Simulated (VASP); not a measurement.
# LiAl16O24 (a cell with a defect) (Li interstitial hop between voids) in VASP: settings compared, part 2 of 2

VASP 6.6.1.

## 3. Single point, r2SCAN

POSCAR reads:

```
LiAl16O24
1.0
    2.4039417600      1.3879164200      4.3742070900
   -4.8078835200      2.7758328500      8.7484141900
    0.0000000000     -5.5516656900      8.7484141900
Al O Li
16 24 1
Direct
    0.6140928100      0.3266876600      0.3538732100
    0.8482650200      0.4309761700      0.4280469500
    0.1633796900      0.0630416100      0.0722958900
    0.3720281300      0.1709338200      0.1815341500
    0.6372321200      0.3265420000      0.8185399800
    0.8377418200      0.4447573000      0.8972122100
    0.1419745700      0.0746273500      0.5772291900
    0.3401509700      0.1735432300      0.6849472700
    0.6471663300      0.8237361900      0.3249027600
    0.8445221500      0.9281659000      0.4298578000
    0.1394063600      0.5745697400      0.0753744600
    0.3495784300      0.6776209500      0.1728449200
    0.6444198800      0.8263272300      0.8238559000
    0.8555494900      0.9248237800      0.9264729800
    0.1466318800      0.5819138700      0.5665950200
    0.3455806100      0.6815327500      0.6729574500
    0.4444802800      0.0285993300      0.3787483800
    0.9385553200      0.1239408200      0.2901848800
    0.0474739700      0.3731502100      0.2216648500
    0.7558167300      0.2254666700      0.0308983600
    0.2353252800      0.2794680400      0.4776580300
    0.5417242300      0.4766636300      0.1251114700
    0.4451923900      0.0263739200      0.8757725400
    0.9387672900      0.1255598600      0.7823266500
    0.0466998300      0.3812787500      0.7153383700
    0.7354346900      0.2250756400      0.5374088900
    0.2514696300      0.2806314700      0.9619372900
    0.5458385800      0.4774635900      0.6230925400
    0.4397137600      0.5317050200      0.3738817900
    0.9392278500      0.6260980300      0.2781419700
    0.0532965400      0.8750836600      0.2226435900
    0.7466777200      0.7232582900      0.0280458200
    0.2471354300      0.7815831100      0.4700108300
    0.5530050700      0.9754222000      0.1255525500
    0.4325489700      0.5305441200      0.8731542700
    0.9369420800      0.6324349200      0.7718529000
    0.0523884000      0.8771242200      0.7222079900
    0.7457912600      0.7245424300      0.5271615800
    0.2480502100      0.7788339600      0.9718483100
    0.5479799100      0.9751534900      0.6275005700
    0.8903683100      0.3025795400      0.1250666500
```

INCAR.step1 reads:

```
SYSTEM = LiAl16O24
ALGO     = Normal         ! electronic algorithm
EDIFF    = 1E-4           ! SCF threshold, eV
ENCUT    = 520            ! plane-wave cutoff, eV
GGA      = PE             ! functional
ISMEAR   = -1             ! smearing method
LASPH    = .TRUE.         ! aspherical terms in the spheres
LCHARG   = .FALSE.        ! write CHGCAR
LREAL    = Auto         
LWAVE    = .TRUE.         ! write WAVECAR
NBANDS   = 124            ! bands
NELECT   = 194.0        
NELM     = 100            ! most SCF steps
PREC     = Accurate       ! precision mode
SIGMA    = 0.01           ! smearing width, eV
```

INCAR.step2 reads:

```
SYSTEM = LiAl16O24
ALGO     = Normal         ! electronic algorithm
EDIFF    = 1E-6           ! SCF threshold, eV
ENCUT    = 520            ! plane-wave cutoff, eV
ISIF     = 2              ! what is computed and relaxed
ISMEAR   = -1             ! smearing method
ISTART   = 1            
LASPH    = .TRUE.         ! aspherical terms in the spheres
LCHARG   = .FALSE.        ! write CHGCAR
LMIXTAU  = .TRUE.       
LREAL    = Auto         
LWAVE    = .FALSE.        ! write WAVECAR
METAGGA  = R2SCAN         ! meta-GGA
NBANDS   = 124            ! bands
NELECT   = 194.0        
NELM     = 100            ! most SCF steps
PREC     = Accurate       ! precision mode
SIGMA    = 0.01           ! smearing width, eV
```

KPOINTS reads:

```
Automatic mesh
0
Gamma
  1 1 1
  0.25 0.25 0.25
```

Potentials or basis: VASP PAW PBE potentials, release 64 (Al, O, Li_sv).

The run is started by

```
cat potpaw_PBE.64/Al/POTCAR potpaw_PBE.64/O/POTCAR potpaw_PBE.64/Li_sv/POTCAR > POTCAR
cp INCAR.step1 INCAR
mpirun -np 1 vasp_std > vasp.out
cp INCAR.step2 INCAR
mpirun -np 1 vasp_std > vasp.out
```

OUTCAR:

```text
SYSTEM = LiAl16O24
   EDIFF = 1E-6
   ENCUT = 520
   ISIF = 2
   ISMEAR = -1
   ISTART = 1
   LASPH = .TRUE.
   LREAL = Auto
   METAGGA = R2SCAN
   NELECT = 194.0
   NELM = 100
   PREC = Accurate

 ion  position               nearest neighbor table
   1  0.614  0.327  0.354-  21 1.80  26 1.86  29 1.86  18 1.99  19 2.03  41 2.03  22 2.08   2 2.59
                             8 2.67  12 2.85   4 3.05   2 3.18  10 3.29  15 3.31
[... 423 lines left out ...]
  Total      -18.1896403    -11.9700238    -20.6717564     -0.2986162     -5.3266213      0.1565402
  in kB      -83.2025919    -54.7529795    -94.5562242     -1.3659227    -24.3648960      0.7160424
  external PRESSURE =     -77.5039319 kB  Pullay stress =       0.0000000 kB

 VOLUME and BASIS-vectors are now :
 -----------------------------------------------------------------------------
  energy-cutoff  :      520.00
  volume of cell :      350.27
      direct lattice vectors                 reciprocal lattice vectors
     2.403941760  1.387916420  4.374207090     0.207991728  0.120084080  0.076204287
    -4.807883520  2.775832850  8.748414190    -0.103995864  0.060042040  0.038102144
     0.000000000 -5.551665690  8.748414190    -0.000000000 -0.120084080  0.038102144

 POSITION                                       TOTAL-FORCE (eV/Angst)
 -----------------------------------------------------------------------------------
     -0.09443     -0.20545      8.64000         0.015623     -0.066157      0.133065
     -0.03290     -0.00273     11.22558        -0.001448     -0.038830     -0.012809
      0.08966      0.00039      1.89865         0.048665      0.071169      0.007207
      0.07250     -0.01699      4.71086         0.062512     -0.056574     -0.017430
     -0.03811     -2.75341     12.80504        -0.000920      0.006996      0.004835
     -0.12446     -2.58373     15.40456        -0.025774      0.037165     -0.072187
[... 33 lines left out ...]
     -3.37111     -0.01626     16.41766        -0.022201     -0.012043      0.011161
      0.68563      1.38134      7.63588        -0.100456      0.007149     -0.040279
 -----------------------------------------------------------------------------------
    total drift:                               -0.021825      0.000504     -0.026507

  FREE ENERGIE OF THE ION-ELECTRON SYSTEM (eV)
  ---------------------------------------------------
  free  energy   TOTEN  =      -393.6389959030 eV

  energy  without entropy=     -393.6389959030  energy(sigma->0) =     -393.63899590
```

It took 6.1 min on 1 thread of Intel Xeon Platinum 8488C (Sapphire Rapids), shared host; peak memory 0.6 GiB.

Results:

| Item | Value |
| --- | --- |
| Free energy | -393.6390 eV |
| Largest force | 0.171 eV/Å |

Forces in eV/Å, atoms in the order of the input:
```
Al   0.016 -0.066  0.133
Al  -0.001 -0.039 -0.013
Al   0.049  0.071  0.007
Al   0.063 -0.057 -0.017
Al  -0.001  0.007  0.005
Al  -0.026  0.037 -0.072
Al   0.022 -0.023  0.056
Al  -0.010 -0.004 -0.049
Al   0.006 -0.020  0.052
Al   0.027 -0.002 -0.027
Al  -0.003  0.014  0.074
Al  -0.003 -0.023 -0.032
Al  -0.012  0.010  0.036
Al  -0.023  0.005 -0.045
Al  -0.002  0.017  0.045
Al  -0.002  0.020 -0.047
O   -0.016  0.049 -0.013
O    0.050 -0.040 -0.027
O    0.002 -0.013 -0.024
O   -0.023 -0.026  0.007
O   -0.025 -0.001  0.011
O   -0.168  0.026 -0.017
O    0.021 -0.042  0.001
O   -0.015  0.049  0.016
O   -0.005 -0.078  0.026
O   -0.028  0.077 -0.053
O    0.109  0.068  0.051
O    0.010  0.004 -0.007
O    0.058 -0.039 -0.031
O    0.011  0.016  0.004
O    0.002  0.015 -0.020
O   -0.003  0.027 -0.004
O    0.020 -0.053 -0.007
O   -0.034  0.002  0.001
O    0.060  0.015  0.032
O    0.016  0.017 -0.015
O   -0.010 -0.035 -0.006
O   -0.014  0.039 -0.009
O    0.005 -0.022  0.008
O   -0.022 -0.012  0.011
Li  -0.100  0.007 -0.040
```

Levels at points of the mesh, in eV from the Fermi level:
| k point | band 94 | band 95 | band 96 | band 97 | band 98 | band 99 | band 100 | band 101 |
| --- | --- | --- | --- | --- | --- | --- | --- | --- |
| (0.25, 0.25, 0.25) | -0.64 | -0.58 | -0.37 | -0.32 | 7.28 | 9.25 | 9.54 | 9.64 |

Caveat: the k points lie up to 1.58 Å⁻¹ apart; the cell carries a net charge on a neutralising background, which shifts energy and pressure; the cell is charged against a uniform background, so pressure and absolute levels hang on convention; the cutoff is under 1.25 times the usual one of these potentials, so pressure, stress and relaxed cells hold a basis-set (Pulay) error; the PAW data sets were made with another functional, which shifts forces and pressure a little.

## 4. Single point, HSE06

POSCAR is that of step 3.

INCAR.step1 reads:

```
SYSTEM = LiAl16O24
ALGO     = Normal         ! electronic algorithm
EDIFF    = 1E-5           ! SCF threshold, eV
ENCUT    = 520            ! plane-wave cutoff, eV
GGA      = PE             ! functional
ISIF     = 2              ! what is computed and relaxed
ISMEAR   = -1             ! smearing method
LASPH    = .True.         ! aspherical terms in the spheres
LCHARG   = .False.        ! write CHGCAR
LREAL    = Auto         
LWAVE    = .True.         ! write WAVECAR
NBANDS   = 124            ! bands
NELECT   = 194.0        
NELM     = 80             ! most SCF steps
PREC     = Accurate       ! precision mode
SIGMA    = 0.01           ! smearing width, eV
```

INCAR.step2 reads:

```
SYSTEM = LiAl16O24
ALGO     = Normal         ! electronic algorithm
EDIFF    = 1E-7           ! SCF threshold, eV
ENCUT    = 520            ! plane-wave cutoff, eV
GGA      = PE             ! functional
HFSCREEN = 0.2079         ! screening, 1/A
ISIF     = 2              ! what is computed and relaxed
ISMEAR   = -1             ! smearing method
ISTART   = 1            
LASPH    = .True.         ! aspherical terms in the spheres
LCHARG   = .False.        ! write CHGCAR
LHFCALC  = .True.         ! exact exchange
LREAL    = Auto         
LWAVE    = .False.        ! write WAVECAR
NBANDS   = 124            ! bands
NELECT   = 194.0        
NELM     = 80             ! most SCF steps
PREC     = Accurate       ! precision mode
PRECFOCK = Fast         
SIGMA    = 0.01           ! smearing width, eV
```

KPOINTS is that of step 3.

The run is started by

```
cat potpaw_PBE.64/Al/POTCAR potpaw_PBE.64/O/POTCAR potpaw_PBE.64/Li_sv/POTCAR > POTCAR
cp INCAR.step1 INCAR
mpirun -np 1 vasp_std > vasp.out
cp INCAR.step2 INCAR
mpirun -np 1 vasp_std > vasp.out
```

It took 28 min on 1 thread of Intel Xeon 8259CL, shared host; peak memory 0.76 GiB.

The run converged. Its results:

```
Free energy   : -369.4676 eV
Largest force : 0.146 eV/Å
```

Forces in eV/Å, atoms in the order of the input:
```
Al   0.025 -0.065  0.129
Al  -0.003 -0.031  0.017
Al   0.037  0.067 -0.008
Al   0.052 -0.053  0.007
Al  -0.007  0.002 -0.023
Al  -0.024  0.036 -0.072
Al   0.029 -0.025  0.037
Al  -0.008 -0.018 -0.036
Al   0.011 -0.021  0.035
Al   0.017 -0.002 -0.015
Al   0.000  0.006  0.053
Al  -0.001 -0.015 -0.021
Al  -0.014  0.009  0.019
Al  -0.011  0.006 -0.028
Al  -0.007  0.028  0.029
Al  -0.003  0.025 -0.026
O   -0.014  0.051 -0.017
O   -0.014  0.058 -0.025
O    0.006 -0.021 -0.021
O   -0.020 -0.026 -0.001
O   -0.026  0.001  0.013
O   -0.073  0.029 -0.019
O    0.020 -0.044  0.002
O   -0.019  0.056  0.020
O   -0.016 -0.090  0.025
O   -0.040  0.086 -0.058
O    0.053 -0.021  0.052
O    0.007  0.006 -0.009
O    0.072 -0.045 -0.033
O    0.016  0.018  0.002
O   -0.002  0.017 -0.020
O   -0.007  0.035  0.001
O    0.025 -0.060 -0.007
O   -0.049  0.000  0.001
O    0.077  0.020  0.038
O    0.020  0.014 -0.020
O   -0.015 -0.036 -0.005
O   -0.019  0.045 -0.009
O    0.006 -0.031  0.006
O   -0.033 -0.013  0.012
Li  -0.049  0.005 -0.027
```

Levels at points of the mesh, in eV from the Fermi level:
| k point | band 95 | band 96 | band 97 | band 98 | band 99 | band 100 |
| --- | --- | --- | --- | --- | --- | --- |
| (0.25, 0.25, 0.25) | -0.58 | -0.35 | -0.29 | 8.28 | 10.26 | 10.56 |

Caveat: the k points lie up to 1.58 Å⁻¹ apart; the cell carries a net charge on a neutralising background, which shifts energy and pressure; the cell is charged against a uniform background, so pressure and absolute levels hang on convention; the cutoff is under 1.25 times the usual one of these potentials, so pressure, stress and relaxed cells hold a basis-set (Pulay) error; the PAW data sets were made with another functional, which shifts forces and pressure a little.
